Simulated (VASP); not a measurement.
Al2N:

```
Al N
1.0
     3.43257    0.00000    0.00000
    -1.71628    2.97269    0.00000
     0.00000    0.00000    8.40794
Al N
4 2
Direct
  0.00000 0.00000 0.38000
  0.00000 0.00000 0.62000
  0.66667 0.33333 0.02300
  0.33333 0.66667 0.97700
  0.66667 0.33333 0.30600
  0.33333 0.66667 0.69400
```

The cell was built from a structure type or drawn by symmetry, and may not be a known phase.

| Quantity | Value |
| --- | --- |
| Program | VASP 6.6.1 |
| Task | relaxation of cell and atoms |
| Functional | PBE |
| Potentials or basis | VASP PAW PBE potentials, release 64 (Al, N) |
| Cutoff | 600 eV |
| k mesh | 5 × 5 × 2 |
| Occupations | gaussian, width 0.2 eV |
| Spin | no spin polarisation |

At the start: pressure 22.6 GPa; volume 14.30 Å³/atom.

**Question.** Where does the relaxation end?

**Answer.** Over 19 steps the energy falls by 1681.8 meV/atom and the volume is 13.84 Å³/atom (-3.2 %); space group P-3m1 (No. 164, to 0.1 Å) before and after.

Step by step:
| step | energy change (eV) | largest force (eV/Å) | pressure (GPa) | volume (Å³) |
| --- | --- | --- | --- | --- |
| 1 | 0.0000 | 9.8690 | 22.62 | 85.79 |
| 2 | -5.2904 | 2.9332 | -14.40 | 113.37 |
| 3 | -5.4028 | 4.0951 | -11.53 | 106.88 |
| 4 | -7.7525 | 1.2589 | -5.54 | 94.01 |
| 5 | -7.8120 | 1.4267 | -2.94 | 92.03 |
| 6 | -8.7092 | 1.5198 | 2.97 | 84.55 |
| 7 | -8.8863 | 1.7377 | 11.34 | 79.34 |
| 8 | -9.5244 | 1.1129 | 0.41 | 85.21 |
| 9 | -9.5703 | 1.1819 | -2.53 | 87.24 |
| 10 | -9.8941 | 1.1136 | -4.64 | 87.24 |
| 11 | -9.9432 | 0.7419 | -5.45 | 87.22 |
| 12 | -9.9407 | 1.3693 | 5.62 | 80.62 |
| 13 | -10.0396 | 0.4946 | -0.44 | 83.75 |
| 14 | -10.0620 | 0.2760 | 0.48 | 83.01 |
| 15 | -10.0663 | 0.3138 | 1.16 | 82.50 |
| 16 | -10.0815 | 0.2039 | 0.44 | 82.84 |
| 17 | -10.0885 | 0.1851 | -0.37 | 83.28 |
| 18 | -10.0885 | 0.1869 | -0.31 | 83.26 |
| 19 | -10.0906 | 0.0441 | 0.14 | 83.02 |

Final structure:
```yaml
crystal:
  lattice:
    - [3.05556, 0.00000, 0.00000]
    - [-1.52778, 2.64619, 0.00000]
    - [0.00000, 0.00000, 10.26802]
  atoms:
    - { symbol: Al, position: [0.00000, 0.00000, 0.36740] }
    - { symbol: Al, position: [0.00000, 0.00000, 0.63260] }
    - { symbol: Al, position: [0.66667, 0.33333, 0.11525] }
    - { symbol: Al, position: [0.33333, 0.66667, 0.88475] }
    - { symbol: N, position: [0.66667, 0.33333, 0.29858] }
    - { symbol: N, position: [0.33333, 0.66667, 0.70142] }
```

Caveat: the k points lie up to 0.47 Å⁻¹ apart in the final cell; a cell axis changed by over 15 % at a fixed basis, so the end point is rough; the relaxation stopped at a loose force limit of 0.08 eV/Å, so its end isn't a converged minimum.
